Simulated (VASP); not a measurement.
ScIr2, 6 atoms in the cell. Symmetry: Fd-3m, No. 227, cubic system. Conventional cell: a = 7.476 Å, b = 7.476 Å, c = 7.476 Å, α = 90.00°, β = 90.00°, γ = 90.00°. Sc (site symmetry -43m) has 12 Ir at 3.10 Å and 4 Sc at 3.24 Å within 4.1 Å. Within 3.5 Å of Ir (site symmetry -3m) lie 6 Ir at 2.64 Å and 6 Sc at 3.10 Å. 

```yaml
Program: VASP 6.6.1
Task: single point
Functional: LDA
Potentials_or_basis: VASP PAW LDA potentials, release 64 (Sc_sv, Ir)
Cutoff: 520 eV
k_mesh: 6 × 6 × 6
Occupations: gaussian, width 0.1 eV
Spin: no spin polarisation
Dipole_correction: no
Further_INCAR_settings: ALGO = Normal; EDIFF = 1e-06; NBANDS = 38
```

Potentials or basis: VASP PAW LDA potentials, release 64 (Sc_sv, Ir).

Launch:

```sh
$ cat potpaw_LDA.64/Sc_sv/POTCAR potpaw_LDA.64/Ir/POTCAR > POTCAR
$ mpirun -np 1 vasp_std > vasp.out
```

Hardware: 1 thread of AMD EPYC 7R13 (shared host).

Task: Estimate the wall time of this run.

Result: Run time: 110 s on 1 thread of AMD EPYC 7R13 (shared host), peak memory 0.19 GiB. Counts: scf iterations 14, k points 16.
